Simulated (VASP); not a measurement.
Runs of VASP 6.6.1 on Ge. The structure is that of space group Cmmm (No. 65), or close to it. The cells are those of the table. 

```tsv
cell	gap on the mesh (eV)	pressure (GPa)
a = 2.952, b = 2.952, c = 2.563 Å, angles 90.0, 90.0, 123.5°, 1 atom	none	(b)
a = 2.804, b = 2.804, c = 2.766 Å, angles 90.0, 90.0, 123.5°, 1 atom	none	2.2
a = 3.026, b = 3.026, c = 2.563 Å, angles 90.0, 90.0, 123.5°, 1 atom	none	-3.3
a = 2.878, b = 2.878, c = 2.833 Å, angles 90.0, 90.0, 123.5°, 1 atom	none	-3.4
a = 2.878, b = 2.878, c = 2.698 Å, angles 90.0, 90.0, 123.5°, 1 atom	none	-0.8
a = 2.952, b = 2.952, c = 2.631 Å, angles 90.0, 90.0, 123.5°, 1 atom	none	(a)
a = 2.804, b = 2.804, c = 2.698 Å, angles 90.0, 90.0, 123.5°, 1 atom	none	4.0
```

Alike in all rows: task single point; level PBEsol; potentials or basis VASP PAW PBE potentials, release 64 (Ge_d); no spin polarisation; k mesh 20 × 20 × 18; cutoff (eV) 520; smearing gaussian 0.15 eV.

Question: Estimate the missing entries.

Answer: (a) -2.6; (b) -0.5.

Caveats: the PAW data sets were made with another functional, which shifts forces and pressure a little; the cell stands under tension (at least some runs); the cell stands under pressure (at least some runs).

A k mesh can miss the band edges, and the runs leave out spin-orbit coupling on Ge.

A gap of «none» marks levels without a gap at the run's occupations.
